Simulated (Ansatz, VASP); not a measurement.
## Al3C2: VASP beside Ansatz

```
Al C
1.0
     3.13864    0.00000    0.00000
    -1.56932    2.71814    0.00000
     0.00000    0.00000    6.80184
Al C
3 2
Direct
  0.00000 0.00000 0.00000
  0.33333 0.66667 0.68917
  0.66667 0.33333 0.31083
  0.33333 0.66667 0.18407
  0.66667 0.33333 0.81593
```

Change from the starting cell: species swapped into the Ga3Ni2 type (P-3m1, No. 164).

Alike in both runs: task relaxation of cell and atoms; functional PBE; k mesh 12 × 12 × 6; occupations gaussian, width 0.1 eV; no spin polarisation.

|  | VASP | Ansatz |
| --- | --- | --- |
| version | VASP 6.6.1 | Ansatz 0.2.0 |
| potentials or method | VASP PAW PBE potentials, release 64 (Al, C), cutoff 600 eV | scalar-relativistic, plane waves, PAW |
| valence electrons in the cell | 17 | 17 |

Ansatz gave:

```
gap on the k mesh at the Fermi level, each at its own relaxed structure (eV) : none
relaxed volume (Å³/atom)                                                     : 11.65
relaxed cell length with the largest relative difference (Å)                 : 6.833
```

Estimate VASP's values.

gap on the k mesh at the Fermi level, each at its own relaxed structure (eV): none; relaxed volume (Å³/atom): 11.64; relaxed cell length with the largest relative difference (Å): 6.823.

A gap of «none» marks a metal or a gap that the smearing closes.
